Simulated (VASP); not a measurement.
# MnSb (R-3m) in VASP: single point with PBE

Aim: the single point of MnSb with PBE.

Everything below comes from runs of VASP 6.6.1. Logs are shortened: lines on timing, memory, paths and dates and some standing lists are left out, and cuts for length are marked.

## (1) The cell of the first run

It takes space group R-3m (No. 166, trigonal). Conventional cell: a = 3.416 Å, b = 3.416 Å, c = 12.467 Å, α = 90.00°, β = 90.00°, γ = 120.00°. Within 3.8 Å of Mn (site symmetry -3m) lie 6 Sb at 2.86 Å and 6 Mn at 3.42 Å. Sb (site symmetry -3m) has 6 Mn at 2.86 Å and 6 Sb at 3.42 Å within 3.8 Å.

The cell was built from a structure type or drawn by symmetry, and may not be a known phase.

## (2) Single point, PBE, collinear spin, ferromagnetic start

INCAR

```
SYSTEM = MnSb
PREC = Accurate
ENCUT = 520
EDIFF = 1E-6
ISMEAR = 0
SIGMA = 0.1
LREAL = .FALSE.
LASPH = .TRUE.
NELM = 150
ALGO = Normal
ISIF = 2
LWAVE = .FALSE.
LCHARG = .FALSE.
ISPIN = 2
MAGMOM = 4 0
LORBIT = 11
LMAXMIX = 4
GGA = PE
NBANDS = 20
```

KPOINTS

```
Automatic mesh
0
G
  6 6 6
  0 0 0
```

POSCAR

```
MnSb
1.0
    1.7079057200      0.9860598200      4.1557474900
   -1.7079057200      0.9860598200      4.1557474900
    0.0000000000     -1.9721196500      4.1557474900
Mn Sb
1 1
Direct
    0.5000000000      0.5000000000      0.5000000000
    0.0000000000      0.0000000000      0.0000000000
```

Potentials or basis: VASP PAW PBE potentials, release 64 (Mn_pv, Sb).

The run is started by

```console
$ cat potpaw_PBE.64/Mn_pv/POTCAR potpaw_PBE.64/Sb/POTCAR > POTCAR
$ mpirun -np 1 vasp_std > vasp.out
```

OUTCAR:

```text
SYSTEM = MnSb
   PREC = Accurate
   ENCUT = 520
   EDIFF = 1E-6
   ISMEAR = 0
   LREAL = .FALSE.
   LASPH = .TRUE.
   NELM = 150
   ISIF = 2
   ISPIN = 2
   LORBIT = 11
   GGA = PE

 ion  position               nearest neighbor table
   1  0.500  0.500  0.500-   2 2.86   2 2.86   2 2.86   2 2.86   2 2.86   2 2.86
   2  0.000  0.000  0.000-   1 2.86   1 2.86   1 2.86   1 2.86   1 2.86   1 2.86

  LATTYP: Found a trigonal (rhomboedric) cell.
 ALAT       =     4.5999449038
 COS(alpha) =     0.7242899977

  Lattice vectors:

 A1 = (   1.7079057200,   0.9860598200,   4.1557474900)
 A2 = (  -1.7079057200,   0.9860598200,   4.1557474900)
 A3 = (   0.0000000000,  -1.9721196500,   4.1557474900)

Analysis of symmetry for initial positions (statically):
=====================================================================
 Subroutine PRICEL returns:
 Original cell was already a primitive cell.

 Routine SETGRP: Setting up the symmetry group for a
 trigonal (rhombohedral) supercell.

 Subroutine GETGRP returns: Found 12 space group operations
 (whereof 12 operations were pure point group operations)
 out of a pool of 12 trial point group operations.

The static configuration has the point symmetry D_3d.

Analysis of symmetry for dynamics (positions and initial velocities):
=====================================================================
 Subroutine PRICEL returns:
 Original cell was already a primitive cell.

 Routine SETGRP: Setting up the symmetry group for a
 trigonal (rhombohedral) supercell.

 Subroutine GETGRP returns: Found 12 space group operations
 (whereof 12 operations were pure point group operations)
 out of a pool of 12 trial point group operations.

The dynamic configuration has the point symmetry D_3d.

Analysis of structural, dynamic, and magnetic symmetry:
=====================================================================
 Subroutine PRICEL returns:
 Original cell was already a primitive cell.

 Routine SETGRP: Setting up the symmetry group for a
 trigonal (rhombohedral) supercell.

 Subroutine GETGRP returns: Found 12 space group operations
 (whereof 12 operations were pure point group operations)
 out of a pool of 12 trial point group operations.

The overall configuration has the point symmetry D_3d.

 Subroutine INISYM returns: Found 12 space group operations
 (whereof 12 operations are pure point group operations),
 and found     1 'primitive' translations

----------------------------------------------------------------------------------------

                                     Primitive cell

[... 114 lines left out ...]
   LORBIT       =     11    0 simple, 1 ext, 2 COOP (PROOUT), +10 PAW based schemes
   GGA     = PE    functional components
   LHFCALC =     F    Hartree Fock is set to
   AEXX    =    0.0000 exact exchange contribution
   IVDW    =     0    specifies the selected vdW correction
   LEPSILON=     F    determine dielectric tensor
   LRPA    =     F    only Hartree local field effects (RPA)
 spin polarized calculation
 Gauss-broadening in eV      SIGMA  =   0.10
  energy-cutoff  :      520.00
  volume of cell :       41.99
 maximum number of plane-waves:      1149
 NGX is ok and might be reduce to    36
   NGX = 17   NGY = 17   NGZ = 17

 number of electron      17.9999996 magnetization       3.7977037

 Free energy of the ion-electron system (eV)
  ---------------------------------------------------
  ext. energy  EPLUGINS =         0.00000000
  ---------------------------------------------------
  free energy    TOTEN  =       -12.56881690 eV

  energy without entropy =      -12.56047537  energy(sigma->0) =      -12.56464613

 E-fermi :   8.2847     XC(G=0): -10.8110

 val. band max:        8.2733888770   @ k =   0.5000   0.5000   0.3333
 cond. band min:       8.3094586812   @ k =   0.3333   0.3333   0.3333
 fundamental gap:      0.0360698042
 Fermi energy:         8.2846617903

 spin component 1

 k-point     1 :       0.0000    0.0000    0.0000
  band No.  band energies     occupation
      1     -41.7628      1.00000
      2     -41.7628      1.00000
      3     -41.7350      1.00000
      4      -3.9038      1.00000
      5       4.7360      1.00000
      6       5.4990      1.00000
[... 541 lines left out ...]
     19      21.9701      0.00000
     20      23.2931      0.00000

 [... further k-points ...]

 spin component 2

 k-point     1 :       0.0000    0.0000    0.0000
  band No.  band energies     occupation
      1     -37.9891      1.00000
      2     -37.8943      1.00000
      3     -37.8943      1.00000
      4      -3.8299      1.00000
      5       5.6331      1.00000
      6       6.9490      1.00000
[... 541 lines left out ...]
     19      22.3723      0.00000
     20      23.6409      0.00000

 [... further k-points ...]

------------------------ aborting loop because EDIFF is reached ----------------------------------------

  FORCE on cell =-STRESS in cart. coord.  units (eV):
  Direction    XX          YY          ZZ          XY          YZ          ZX
  --------------------------------------------------------------------------------------
  -------------------------------------------------------------------------------------
  Total        0.4200030      0.4200030     -1.9238040      0.0000000      0.0000000     -0.0000000
  in kB       16.0249045     16.0249044    -73.4013177      0.0000000      0.0000001     -0.0000000
  external PRESSURE =     -13.7838363 kB  Pullay stress =       0.0000000 kB

 VOLUME and BASIS-vectors are now :
 -----------------------------------------------------------------------------
  energy-cutoff  :      520.00
  volume of cell :       41.99
      direct lattice vectors                 reciprocal lattice vectors
     1.707905720  0.986059820  4.155747490     0.292756207  0.169022875  0.080210199
    -1.707905720  0.986059820  4.155747490    -0.292756207  0.169022875  0.080210199
     0.000000000 -1.972119650  4.155747490     0.000000000 -0.338045751  0.080210199

 POSITION                                       TOTAL-FORCE (eV/Angst)
 -----------------------------------------------------------------------------------
      0.00000     -0.00000      6.23362        -0.000000      0.000000      0.000000
      0.00000      0.00000      0.00000         0.000000     -0.000000     -0.000000
 -----------------------------------------------------------------------------------
    total drift:                                0.000000     -0.000000      0.000000

  FREE ENERGIE OF THE ION-ELECTRON SYSTEM (eV)
  ---------------------------------------------------
  free  energy   TOTEN  =       -12.5688169008 eV

  energy  without entropy=      -12.5604753675  energy(sigma->0) =      -12.56464613

 total charge

# of ion       s       p       d       tot
------------------------------------------
    1        0.257   6.164   5.029  11.450
    2        1.166   1.222   0.048   2.437
--------------------------------------------------
tot          1.423   7.386   5.078  13.887

 magnetization (x)

# of ion       s       p       d       tot
------------------------------------------
    1        0.047   0.033   3.579   3.659
    2        0.023  -0.083   0.007  -0.054
--------------------------------------------------
tot          0.070  -0.050   3.585   3.605
```

Run time: 2.3 min. Hardware: 1 thread of AMD EPYC 7R43 (Zen 3), shared host; peak memory 0.23 GiB.

What came out:

| Item | Value |
| --- | --- |
| Free energy | -12.5688 eV |
| Pressure | -1.4 GPa |
| Net moment | 3.80 μB per cell |
| Site moments | Mn +3.66; Sb -0.05 μB |
| Valence electrons inside the program's atomic spheres | Mn 11.45; Sb 2.44 |

Caveat: the k points lie up to 0.36 Å⁻¹ apart; spin-orbit coupling is left out, which moves the levels of the heavy elements; a cell with one magnetic atom can't hold antiferromagnetic order, which such compounds often take.
